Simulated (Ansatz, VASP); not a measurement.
**AlN in VASP and in Ansatz**

INCAR

```
  PREC = Accurate
  ENCUT = 600
  EDIFF = 1E-6
  ISMEAR = 0
  SIGMA = 0.1
  LREAL = F
  LASPH = T
  NELM = 120
  ALGO = Normal
  ISIF = 2
  LWAVE = F
  LCHARG = F
  GGA = CA
  NBANDS = 11
  GGA_COMPAT = F
```

The input KPOINTS:

```
Automatic mesh
0
Gamma
  8 8 8
```

The input POSCAR:

```
AlN
1.0
    0.0000000000      2.1900000000      2.1900000000
    2.1900000000      0.0000000000      2.1900000000
    2.1900000000      2.1900000000      0.0000000000
Al N
1 1
Direct
    0.0000000000      0.0000000000      0.0000000000
    0.2500000000      0.2500000000      0.2500000000
```

Input for Ansatz:

```yaml
crystal:
  lattice:
    - [0.0, 2.19, 2.19]
    - [2.19, 0.0, 2.19]
    - [2.19, 2.19, 0.0]
  atoms:
    - { symbol: Al, position: [0.0, 0.0, 0.0] }
    - { symbol: "N", position: [0.25, 0.25, 0.25] }
basis:
  ecutwfc: 420
kpoints:
  mp_grid: { grid: [8, 8, 8] }
hamiltonian:
  xc: lda
  pseudopotentials: { kind: paw, azcp: { folder: soft_1 } }
scf:
  occupations: { method: gaussian, width: 0.1 }
output:
  forces: true
  stress: true
  eigenvalues: true
```

Alike in both runs: task single point; functional LDA; k mesh 8 × 8 × 8; occupations gaussian, width 0.1 eV; no spin polarisation.

|  | VASP | Ansatz |
| --- | --- | --- |
| version | VASP 6.6.1 | Ansatz 0.2.0 |
| potentials or method | VASP PAW LDA potentials, release 64 (Al, N), cutoff 600 eV | scalar-relativistic, plane waves, PAW |
| valence electrons in the cell | 8 | 8 |

Ansatz gave:

- gap on the k mesh at the Fermi level (eV): 3.24
- least direct gap on the mesh (eV): 4.15
- pressure (GPa): -5.2

**Question.** Estimate VASP's values.

**Answer.** gap on the k mesh at the Fermi level (eV): 3.22; least direct gap on the mesh (eV): 4.16; pressure (GPa): -4.7.

Ansatz warns that its potentials were made for another functional, while VASP's fit it. LDA's correlation is that of Perdew and Zunger in VASP and of Perdew and Wang (1992) in Ansatz.
